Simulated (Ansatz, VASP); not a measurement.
# CsPtS in VASP and in Ansatz

```xyz
3
Lattice="3.5706 0.0000 0.0000 0.0000 3.5706 0.0000 0.0000 0.0000 6.3861" Properties=species:S:1:pos:R:3 pbc="T T T"
Cs    0.0000    0.0000    0.0000
Pt    0.0000    0.0000    3.1930
S     1.7853    1.7853    3.1930
```

Alike in both runs: functional PBE; k mesh 4 × 4 × 4; occupations gaussian, width 0.1 eV; no spin polarisation.

Ansatz relaxed the structure, and its values are those at the end. VASP's run is a single point on that final structure, the one shown.

|  | VASP | Ansatz |
| --- | --- | --- |
| version | VASP 6.6.1 | Ansatz 0.2.0 |
| potentials or method | VASP PAW PBE potentials, release 64 (Cs_sv, Pt_sv_GW, S), cutoff 570 eV | scalar-relativistic, plane waves, PAW |
| valence electrons in the cell | 33 | 33 |

VASP gave:

```
gap on the k mesh at the Fermi level (eV) : none
pressure (GPa)                            : -0.3
```

**Question.** What did Ansatz give for the same quantities?

**Answer.** gap on the k mesh at the Fermi level (eV): none; pressure (GPa): -0.2.

A gap of «none» marks a metal or a gap that the smearing closes.

The k mesh is coarse, so the values compare programs but aren't converged. Neither program's run includes spin-orbit coupling.
